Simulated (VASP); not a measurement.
Runs of VASP 6.6.1 on HfH8. The structure is that of space group F-43m (No. 216), or close to it. The cells are those of the table. 

```csv
task,cell,k mesh,cutoff (eV),gap on the mesh (eV),pressure (GPa),relaxed volume (Å³/atom),largest force (eV/Å)
single point,"a = 4.089 Å, angles 60.0°, 9 atoms",12 × 12 × 12,520,none,-0.8,-,-
single point,"a = 4.096 Å, angles 60.0°, 9 atoms",4 × 4 × 4,520,none,-0.9,-,0.01
relaxation of cell and atoms,"relaxed from a = 4.714 Å, angles 60.0°, 9 atoms",4 × 4 × 4,600,none,0.1,5.35,0.03
single point,"a = 4.714 Å, angles 60.0°, 9 atoms",4 × 4 × 4,520,none,-17.9,-,(b)
relaxation of cell and atoms,"relaxed from a = 4.096 Å, angles 60.0°, 9 atoms",12 × 12 × 12,600,none,0.0,(a),0.01
```

Alike in all rows: level PBE; potentials or basis VASP PAW PBE potentials, release 64 (Hf_pv, H); no spin polarisation; smearing gaussian 0.1 eV.

Q: Fill in the values left out.

A: (a) 5.34; (b) 0.14.

Caveats: some runs use coarse meshes; spin-orbit coupling is left out, which moves the levels of the heavy elements; the volume moved by over 15 % at a fixed basis, so the end points are rough (some runs).

A k mesh can miss the band edges, and the runs leave out spin-orbit coupling on Hf.

A gap of «none» marks levels without a gap at the run's occupations.
